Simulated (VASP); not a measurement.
Wanted: the native input for a VASP 6.6.1 run.

| Quantity | Value |
| --- | --- |
| Task | single point |
| Functional | PBE |
| Potentials or basis | VASP PAW PBE potentials, release 64 (Cd) |
| Cutoff | 520 eV |
| k mesh | 4 × 4 × 4 |
| Occupations | gaussian, width 0.2 eV |
| Spin | no spin polarisation |
| Dipole correction | no |
| Further INCAR settings | ALGO = Fast; EDIFF = 1e-07; NBANDS = 58 |

The structure of Cd lies in POSCAR:

```
Cd
1.0
    3.1793185212      5.1837512919      0.0000000000
   -3.1793185212      5.1837512919      0.0000000000
    0.0000000000      2.5918756460      5.6757023550
Cd
8
Direct
    0.2500000000      0.7500000000      0.0000000000
    0.7500000000      0.7500000000      0.0000000000
    0.2500000000      0.2500000000      0.0000000000
    0.7500000000      0.2500000000      0.0000000000
    0.3750000000      0.6250000000      0.5000000000
    0.8750000000      0.6250000000      0.5000000000
    0.3750000000      0.1250000000      0.5000000000
    0.8750000000      0.1250000000      0.5000000000
```

These files were run (other wordings do the same):

INCAR

```
  ALGO = Fast
  EDIFF = 1E-7
  ENCUT = 520
  GGA = PE
  ISIF = 2
  ISMEAR = 0
  LASPH = True
  LCHARG = False
  LREAL = False
  LWAVE = False
  NBANDS = 58
  NELM = 60
  PREC = Accurate
  SIGMA = 0.2
```

KPOINTS

```
k-points
0
Gamma
  4 4 4
```

Potentials or basis: VASP PAW PBE potentials, release 64 (Cd).

The run is started by

```console
$ cat potpaw_PBE.64/Cd/POTCAR > POTCAR
$ mpirun -np 1 vasp_std > vasp.out
```

It gave:

| Item | Value |
| --- | --- |
| Pressure | 0.5 GPa |
| Band gap on the k mesh | zero (band 48 reaches 3.13 eV, above the bottom of band 49 at 1.24 eV) |

Run time: 4.3 min on 1 thread of Oxide Virtual Turin-like Processor (shared host), peak memory 0.37 GiB.
